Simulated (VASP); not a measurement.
## TiN (rocksalt type): single point with LDA

The system is TiN (rocksalt type).

```
Ti N
1.0
     0.00000    1.86953    1.86953
     1.86953    0.00000    1.86953
     1.86953    1.86953    0.00000
Ti N
1 1
Cartesian
  0.0000 0.0000 0.0000
  1.8695 1.8695 1.8695
```

This cell differs from its parent crystal: volume scaled by 0.72.

```yaml
Program: VASP 6.6.1
Task: single point
Functional: LDA
Potentials_or_basis: VASP PAW LDA potentials, release 64 (Ti_sv, N)
Cutoff: 520 eV
k_mesh: 17 × 17 × 17
Occupations: fermi-dirac, width 0.08 eV
Spin: no spin polarisation
Dipole_correction: no
Further_INCAR_settings: ALGO = Normal; EDIFF = 1e-06; NBANDS = 16
```

```json
{"Pressure": "209.6 GPa"}
```

Levels at points of the mesh, in eV from the Fermi level:
```csv
k point,band 6,band 7,band 8,band 9,band 10,band 11,band 12,band 13
"(0.00, 0.00, 0.00)",-2.35,-2.35,-2.35,-1.11,-1.11,-1.11,0.98,0.98
```

Wall time 65 s on 1 thread of Intel Xeon 6975P-C (shared host), peak memory 0.15 GiB.
